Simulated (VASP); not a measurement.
# Al4Ni (Pm-3m) in VASP: further runs

Runs on Al4Ni. Level: PBE. Tasks: single point, relaxation of cell and atoms.

All numbers are computed with VASP 6.6.1; they aren't measurements. Logs are shortened: lines on timing, memory, paths and dates and some standing lists are left out, and cuts for length are marked.

## 1. The cell of the first run

Symmetry: Pm-3m, No. 221, cubic system. The conventional cell has a = 4.200 Å, b = 4.200 Å, c = 4.200 Å, α = 90.00°, β = 90.00°, γ = 90.00°. Al (site symmetry m-3m) has 12 Al at 2.97 Å and 8 Ni at 3.64 Å within 3.9 Å. Al (site symmetry 4/mmm) has 2 Ni at 2.10 Å within 2.8 Å. Within 2.8 Å of Ni (site symmetry m-3m) lie 6 Al at 2.10 Å.

## 2. Single point, PBE, collinear spin, ferromagnetic start

INCAR reads:

```
SYSTEM = Al4Ni
  PREC = Accurate
  ENCUT = 520
  EDIFF = 1E-7
  ISMEAR = 0
  SIGMA = 0.1
  LREAL = .FALSE.
  LASPH = .TRUE.
  NELM = 150
  ALGO = Normal
  ISIF = 2
  LWAVE = .FALSE.
  LCHARG = .FALSE.
  ISPIN = 2
  MAGMOM = 0 0 0 0 2
  LORBIT = 11
  LMAXMIX = 4
  GGA = PE
  NBANDS = 23
```

KPOINTS reads:

```
Automatic mesh
0
G
  4 4 4
  0 0 0
```

POSCAR reads:

```
Al4Ni
1.0
    4.2002000700      0.0000000000      0.0000000000
    0.0000000000      4.2002000700      0.0000000000
    0.0000000000      0.0000000000      4.2002000700
Al Ni
4 1
Direct
    0.0000000000      0.0000000000      0.0000000000
    0.5000000000      0.5000000000      0.0000000000
    0.5000000000      0.0000000000      0.5000000000
    0.0000000000      0.5000000000      0.5000000000
    0.5000000000      0.5000000000      0.5000000000
```

Potentials or basis: VASP PAW PBE potentials, release 64 (Al, Ni).

The run is started by

```
cat potpaw_PBE.64/Al/POTCAR potpaw_PBE.64/Ni/POTCAR > POTCAR
mpirun -np 1 vasp_std > vasp.out
```

OUTCAR:

```text
SYSTEM = Al4Ni
   PREC = Accurate
   ENCUT = 520
   EDIFF = 1E-7
   ISMEAR = 0
   LREAL = .FALSE.
   LASPH = .TRUE.
   NELM = 150
   ISIF = 2
   ISPIN = 2
   LORBIT = 11
   GGA = PE

 ion  position               nearest neighbor table
   1  0.000  0.000  0.000-   2 2.97   3 2.97   4 2.97   3 2.97   4 2.97   2 2.97   4 2.97   4 2.97
                             2 2.97   3 2.97   3 2.97   2 2.97
   2  0.500  0.500  0.000-   5 2.10   5 2.10   4 2.97   1 2.97   3 2.97   4 2.97   3 2.97   1 2.97
                             3 2.97   3 2.97   1 2.97   4 2.97   4 2.97   1 2.97
   3  0.500  0.000  0.500-   5 2.10   5 2.10   4 2.97   1 2.97   1 2.97   2 2.97   2 2.97   4 2.97
                             2 2.97   2 2.97   1 2.97   4 2.97   1 2.97   4 2.97
   4  0.000  0.500  0.500-   5 2.10   5 2.10   3 2.97   1 2.97   1 2.97   2 2.97   1 2.97   3 2.97
                             1 2.97   2 2.97   3 2.97   2 2.97   2 2.97   3 2.97
   5  0.500  0.500  0.500-   2 2.10   3 2.10   4 2.10   2 2.10   3 2.10   4 2.10

  LATTYP: Found a simple cubic cell.
 ALAT       =     4.2002000700

  Lattice vectors:

 A1 = (   4.2002000700,   0.0000000000,   0.0000000000)
 A2 = (   0.0000000000,   4.2002000700,   0.0000000000)
 A3 = (   0.0000000000,   0.0000000000,   4.2002000700)

Analysis of symmetry for initial positions (statically):
=====================================================================
 Subroutine PRICEL returns:
 Original cell was already a primitive cell.

 Routine SETGRP: Setting up the symmetry group for a
 simple cubic supercell.

 Subroutine GETGRP returns: Found 48 space group operations
 (whereof 48 operations were pure point group operations)
 out of a pool of 48 trial point group operations.

The static configuration has the point symmetry O_h .

Analysis of symmetry for dynamics (positions and initial velocities):
=====================================================================
 Subroutine PRICEL returns:
 Original cell was already a primitive cell.

 Routine SETGRP: Setting up the symmetry group for a
 simple cubic supercell.

 Subroutine GETGRP returns: Found 48 space group operations
 (whereof 48 operations were pure point group operations)
 out of a pool of 48 trial point group operations.

The dynamic configuration has the point symmetry O_h .

Analysis of structural, dynamic, and magnetic symmetry:
=====================================================================
 Subroutine PRICEL returns:
 Original cell was already a primitive cell.

 Routine SETGRP: Setting up the symmetry group for a
 simple cubic supercell.

 Subroutine GETGRP returns: Found 48 space group operations
 (whereof 48 operations were pure point group operations)
 out of a pool of 48 trial point group operations.

The overall configuration has the point symmetry O_h .

 Subroutine INISYM returns: Found 48 space group operations
 (whereof 48 operations are pure point group operations),
 and found     1 'primitive' translations

----------------------------------------------------------------------------------------

                                     Primitive cell

  volume of cell :      74.0986

  direct lattice vectors                    reciprocal lattice vectors
     4.200200070  0.000000000  0.000000000     0.238083897  0.000000000  0.000000000
     0.000000000  4.200200070  0.000000000     0.000000000  0.238083897  0.000000000
     0.000000000  0.000000000  4.200200070     0.000000000  0.000000000  0.238083897

  length of vectors
     4.200200070  4.200200070  4.200200070     0.238083897  0.238083897  0.238083897

  position of ions in fractional coordinates (direct lattice)
     0.000000000  0.000000000  0.000000000
     0.500000000  0.500000000  0.000000000
     0.500000000  0.000000000  0.500000000
     0.000000000  0.500000000  0.500000000
     0.500000000  0.500000000  0.500000000

  ion indices of the primitive-cell ions
   primitive index   ion index
                 1           1
                 2           2
                 3           3
                 4           4
                 5           5
[... 31 lines left out ...]
  0.500000  0.000000  0.000000      3.000000
  0.250000  0.250000  0.000000     12.000000
  0.500000  0.250000  0.000000     12.000000
  0.500000  0.500000  0.000000      3.000000
  0.250000  0.250000  0.250000      8.000000
  0.500000  0.250000  0.250000     12.000000
  0.500000  0.500000  0.250000      6.000000
  0.500000  0.500000  0.500000      1.000000
   k-points           NKPTS =     10   k-points in BZ     NKDIM =     10   number of bands    NBANDS=     23
   number of dos      NEDOS =    301   number of ions     NIONS =      5
   total plane-waves  NPLWV =  32768
   dimension x,y,z NGX =    32 NGY =   32 NGZ =   32
   dimension x,y,z NGXF=    64 NGYF=   64 NGZF=   64
   ions per type =               4   1
   NGX,Y,Z   is equivalent  to a cutoff of  12.67, 12.67, 12.67 a.u.
   NGXF,Y,Z  is equivalent  to a cutoff of  25.33, 25.33, 25.33 a.u.
 SYSTEM =  Al4Ni
   PREC   = accura    normal or accurate (medium, high low for compatibility)
   ISTART =      0    job   : 0-new  1-cont  2-samecut
   ICHARG =      2    charge: 1-file 2-atom 10-const
   ISPIN  =      2    spin polarized calculation?
   LNONCOLLINEAR =      F non collinear calculations
   LSORBIT =      F    spin-orbit coupling
   LASPH  =      T    aspherical Exc in radial PAW
   ENCUT  =  520.0 eV  38.22 Ry    6.18 a.u.   7.81  7.81  7.81*2*pi/ulx,y,z
   NELM   =    150;   NELMIN=  2; NELMDL= -5     # of ELM steps
   EDIFF  = 0.1E-06   stopping-criterion for ELM
   LREAL  =      F    real-space projection
   EDIFFG = 0.1E-05   stopping-criterion for IOM
   NSW    =      0    number of steps for IOM
   IBRION =     -1    ionic relax: 0-MD 1-quasi-New 2-CG
   NFREE  =      0    steps in history (QN), initial steepest desc. (CG)
   ISIF   =      2    stress and relaxation
   ISYM   =      2    0-nonsym 1-usesym 2-fastsym
   POTIM  = 0.5000    time-step for ionic-motion
   TEBEG  =    0.0;   TEEND  =   0.0 temperature during run
   PSTRESS=    0.0 pullay stress
   NELECT =      22.0000    total number of electrons
   NUPDOWN=      -1.0000    fix difference up-down
   EMIN   =  10.00;   EMAX   =-10.00  energy-range for DOS
   EFERMI =   0.00;   METHOD = LEGACY
   ISMEAR =     0;   SIGMA  =   0.10  broadening in eV -4-tet -1-fermi 0-gaus
   EFERMI_NEDOS =   21; number of points for ismear=-14 and -15
   IALGO  =     38    algorithm
   IMIX   =      4    mixing-type and parameters
     AMIX     =   0.40;   BMIX     =  1.00
     AMIX_MAG =   1.60;   BMIX_MAG =  1.00
  volume/ion in A,a.u.               =      14.82       100.01
  Fermi-wavevector in a.u.,A,eV,Ry     =   1.092142  2.063849 16.228675  1.192774
  Thomas-Fermi vector in A             =   2.228401
   LORBIT       =     11    0 simple, 1 ext, 2 COOP (PROOUT), +10 PAW based schemes
   GGA     = PE    functional components
   LHFCALC =     F    Hartree Fock is set to
   AEXX    =    0.0000 exact exchange contribution
   IVDW    =     0    specifies the selected vdW correction
   LEPSILON=     F    determine dielectric tensor
   LRPA    =     F    only Hartree local field effects (RPA)
 spin polarized calculation
 Gauss-broadening in eV      SIGMA  =   0.10
  energy-cutoff  :      520.00
  volume of cell :       74.10
 maximum number of plane-waves:      2012
 NGX is ok and might be reduce to    32
   NGX = 15   NGY = 15   NGZ = 15

 number of electron      21.9999994 magnetization      -0.0008970

 number of electron      21.9999994 magnetization       0.0000161

 Free energy of the ion-electron system (eV)
  ---------------------------------------------------
  ext. energy  EPLUGINS =         0.00000000
  ---------------------------------------------------
  free energy    TOTEN  =       -19.10214800 eV

  energy without entropy =      -19.09115069  energy(sigma->0) =      -19.09664935

 E-fermi :   8.4730     XC(G=0): -10.6457

 val. band max:        8.3647457140   @ k =   0.2500   0.2500   0.2500
 cond. band min:       8.5001973519   @ k =   0.2500   0.0000   0.0000
 fundamental gap:      0.1354516379
 Fermi energy:         8.4730452835

 spin component 1

 k-point     1 :       0.0000    0.0000    0.0000
  band No.  band energies     occupation
      1      -2.4709      1.00000
      2       3.7002      1.00000
      3       3.7002      1.00000
      4       5.0793      1.00000
      5       5.0793      1.00000
      6       5.0793      1.00000
[... 249 lines left out ...]
     22      19.0131      0.00000
     23      19.0152      0.00000
 Fermi energy:         8.4730452835

 spin component 2

 k-point     1 :       0.0000    0.0000    0.0000
  band No.  band energies     occupation
      1      -2.4709      1.00000
      2       3.7001      1.00000
      3       3.7001      1.00000
      4       5.0793      1.00000
      5       5.0793      1.00000
      6       5.0793      1.00000
[... 249 lines left out ...]
     22      19.0130      0.00000
     23      19.0152      0.00000

------------------------ aborting loop because EDIFF is reached ----------------------------------------

  FORCE on cell =-STRESS in cart. coord.  units (eV):
  Direction    XX          YY          ZZ          XY          YZ          ZX
  --------------------------------------------------------------------------------------
  -------------------------------------------------------------------------------------
  Total       11.4670378     11.4670378     11.4670378      0.0000000     -0.0000000     -0.0000000
  in kB      247.9430227    247.9430227    247.9430227      0.0000000     -0.0000000     -0.0000000
  external PRESSURE =     247.9430227 kB  Pullay stress =       0.0000000 kB

 VOLUME and BASIS-vectors are now :
 -----------------------------------------------------------------------------
  energy-cutoff  :      520.00
  volume of cell :       74.10
      direct lattice vectors                 reciprocal lattice vectors
     4.200200070  0.000000000  0.000000000     0.238083897  0.000000000  0.000000000
     0.000000000  4.200200070  0.000000000     0.000000000  0.238083897  0.000000000
     0.000000000  0.000000000  4.200200070     0.000000000  0.000000000  0.238083897

 POSITION                                       TOTAL-FORCE (eV/Angst)
 -----------------------------------------------------------------------------------
      0.00000      0.00000      0.00000         0.000000      0.000000      0.000000
      2.10010      2.10010      0.00000         0.000000      0.000000      0.000000
      2.10010      0.00000      2.10010         0.000000      0.000000      0.000000
      0.00000      2.10010      2.10010         0.000000      0.000000      0.000000
      2.10010      2.10010      2.10010         0.000000      0.000000      0.000000
 -----------------------------------------------------------------------------------
    total drift:                                0.000000      0.000000     -0.000000

  FREE ENERGIE OF THE ION-ELECTRON SYSTEM (eV)
  ---------------------------------------------------
  free  energy   TOTEN  =       -19.1021479995 eV

  energy  without entropy=      -19.0911506939  energy(sigma->0) =      -19.09664935

 total charge

# of ion       s       p       d       tot
------------------------------------------
    1        0.516   0.255   0.000   0.771
    2        0.457   0.398   0.000   0.854
    3        0.457   0.398   0.000   0.854
    4        0.457   0.398   0.000   0.854
    5        0.716   0.875   8.680  10.271
--------------------------------------------------
tot          2.603   2.322   8.680  13.605

 magnetization (x)

# of ion       s       p       d       tot
------------------------------------------
    1        0.000  -0.000   0.000   0.000
    2       -0.000  -0.000   0.000  -0.000
    3       -0.000  -0.000   0.000  -0.000
    4       -0.000  -0.000   0.000  -0.000
    5        0.000   0.000   0.000   0.000
--------------------------------------------------
tot          0.000   0.000   0.000   0.000
```

Run time: 25 s. Hardware: 1 thread of Intel Xeon Platinum 8124M at 3.00GHz (Skylake/Cascade Lake), shared host; peak memory 0.2 GiB.

What came out:

```yaml
Free_energy: -19.1021 eV
Pressure: 24.8 GPa
Band_gap_on_the_k_mesh: zero (filled and empty bands overlap)
Net_moment: 0.00 μB per cell
Valence_electrons_inside_the_program's_atomic_spheres: Al 0.77, 0.85; Ni 10.27
```

Caveat: the k points lie up to 0.37 Å⁻¹ apart; the starting moments collapsed, and a magnetic state may lie lower.

## 3. Single point, PBE

This run uses another cell than the first one, of 18.38 Å³/atom, 1.240 times its volume.

INCAR reads:

```
PREC = Accurate
ENCUT = 520
EDIFF = 1E-6
ISMEAR = 0
SIGMA = 0.1
LREAL = F
LASPH = T
NELM = 60
ALGO = Fast
ISIF = 2
LWAVE = F
LCHARG = F
GGA = PE
NBANDS = 19
```

KPOINTS reads:

```
Automatic mesh
0
Gamma
  8 8 8
```

Changes to POSCAR since step 2:

```diff
@@ -2,5 +2,5 @@
 1.0
-    4.2002000700      0.0000000000      0.0000000000
-    0.0000000000      4.2002000700      0.0000000000
-    0.0000000000      0.0000000000      4.2002000700
+    4.5124705461      0.0000000000      0.0000000000
+    0.0000000000      4.5124705461      0.0000000000
+    0.0000000000      0.0000000000      4.5124705461
 Al Ni
```

Potentials or basis: VASP PAW PBE potentials, release 64 (Al, Ni).

The run is started by

```
cat potpaw_PBE.64/Al/POTCAR potpaw_PBE.64/Ni/POTCAR > POTCAR
mpirun -np 1 vasp_std > vasp.out
```

OUTCAR:

```text
PREC = Accurate
   ENCUT = 520
   EDIFF = 1E-6
   ISMEAR = 0
   LREAL = F
   LASPH = T
   NELM = 60
   ISIF = 2
   GGA = PE

 ion  position               nearest neighbor table
   1  0.000  0.000  0.000-   2 3.19   3 3.19   4 3.19   3 3.19   4 3.19   2 3.19   4 3.19   4 3.19
                             2 3.19   3 3.19   3 3.19   2 3.19
   2  0.500  0.500  0.000-   5 2.26   5 2.26   4 3.19   1 3.19   3 3.19   4 3.19   3 3.19   1 3.19
                             3 3.19   3 3.19   1 3.19   4 3.19   4 3.19   1 3.19
   3  0.500  0.000  0.500-   5 2.26   5 2.26   4 3.19   1 3.19   1 3.19   2 3.19   2 3.19   4 3.19
                             2 3.19   2 3.19   1 3.19   4 3.19   1 3.19   4 3.19
   4  0.000  0.500  0.500-   5 2.26   5 2.26   3 3.19   1 3.19   1 3.19   2 3.19   1 3.19   3 3.19
                             1 3.19   2 3.19   3 3.19   2 3.19   2 3.19   3 3.19
   5  0.500  0.500  0.500-   2 2.26   3 2.26   4 2.26   2 2.26   3 2.26   4 2.26

  LATTYP: Found a simple cubic cell.
 ALAT       =     4.5124705461

  Lattice vectors:

 A1 = (   4.5124705461,   0.0000000000,   0.0000000000)
 A2 = (   0.0000000000,   4.5124705461,   0.0000000000)
 A3 = (   0.0000000000,   0.0000000000,   4.5124705461)

[... 185 lines left out ...]
 cond. band min:       6.4193680526   @ k =   0.5000   0.1250   0.0000
 fundamental gap:      0.0643271238
 Fermi energy:         6.4046966835

 k-point     1 :       0.0000    0.0000    0.0000
  band No.  band energies     occupation
      1      -3.3335      2.00000
      2       2.1489      2.00000
      3       2.1489      2.00000
      4       3.5931      2.00000
      5       3.5931      2.00000
      6       3.5931      2.00000
[... 505 lines left out ...]
      6       3.2350      2.00000
[... 11 lines left out ...]
     18      12.0334      0.00000
     19      12.0781      0.00000

 [... further k-points ...]

------------------------ aborting loop because EDIFF is reached ----------------------------------------

  FORCE on cell =-STRESS in cart. coord.  units (eV):
  Direction    XX          YY          ZZ          XY          YZ          ZX
  --------------------------------------------------------------------------------------
  -------------------------------------------------------------------------------------
  Total       -0.1137360     -0.1137360     -0.1137360      0.0000000      0.0000000      0.0000000
  in kB       -1.9831940     -1.9831940     -1.9831940      0.0000000      0.0000000      0.0000000
  external PRESSURE =      -1.9831940 kB  Pullay stress =       0.0000000 kB

 VOLUME and BASIS-vectors are now :
 -----------------------------------------------------------------------------
  energy-cutoff  :      520.00
  volume of cell :       91.88
      direct lattice vectors                 reciprocal lattice vectors
     4.512470546  0.000000000  0.000000000     0.221608095  0.000000000  0.000000000
     0.000000000  4.512470546  0.000000000     0.000000000  0.221608095  0.000000000
     0.000000000  0.000000000  4.512470546     0.000000000  0.000000000  0.221608095

 POSITION                                       TOTAL-FORCE (eV/Angst)
 -----------------------------------------------------------------------------------
      0.00000      0.00000      0.00000         0.000000      0.000000      0.000000
      2.25624      2.25624      0.00000         0.000000      0.000000      0.000000
      2.25624      0.00000      2.25624         0.000000      0.000000      0.000000
      0.00000      2.25624      2.25624         0.000000      0.000000      0.000000
      2.25624      2.25624      2.25624         0.000000      0.000000      0.000000
 -----------------------------------------------------------------------------------
    total drift:                                0.000000      0.000000      0.000000

  FREE ENERGIE OF THE ION-ELECTRON SYSTEM (eV)
  ---------------------------------------------------
  free  energy   TOTEN  =       -20.2522951336 eV

  energy  without entropy=      -20.2450357909  energy(sigma->0) =      -20.24866546
```

It took 58 s on 1 thread of Intel Xeon Platinum 8124M at 3.00GHz (Skylake/Cascade Lake), shared host; peak memory 0.23 GiB.

Results:

* Free energy: -20.2523 eV
* Pressure: -0.2 GPa
* Band gap on the k mesh: zero (band 11 reaches 7.51 eV, above the bottom of band 12 at 4.93 eV)

Levels at points of the mesh, in eV from the Fermi level:
| k point | band 8 | band 9 | band 10 | band 11 | band 12 | band 13 | band 14 | band 15 |
| --- | --- | --- | --- | --- | --- | --- | --- | --- |
| (0.00, 0.00, 0.00) | -2.77 | -2.77 | -2.67 | -0.25 | -0.25 | 3.24 | 3.24 | 3.24 |
| (0.50, 0.00, 0.00) | -1.47 | -1.47 | -1.09 | 0.02 | 0.21 | 0.21 | 0.50 | 1.05 |
| (0.50, 0.50, 0.00) | -3.01 | -2.37 | -0.28 | 1.11 | 1.29 | 1.29 | 2.00 | 2.00 |
| (0.50, 0.50, 0.50) | -4.16 | -3.14 | -3.14 | -1.47 | -1.47 | -1.47 | 8.32 | 8.32 |

Spin polarisation is off, so any magnetic state and its effect on volume and gap are missing.

(Part 1 of 2 ends here.)
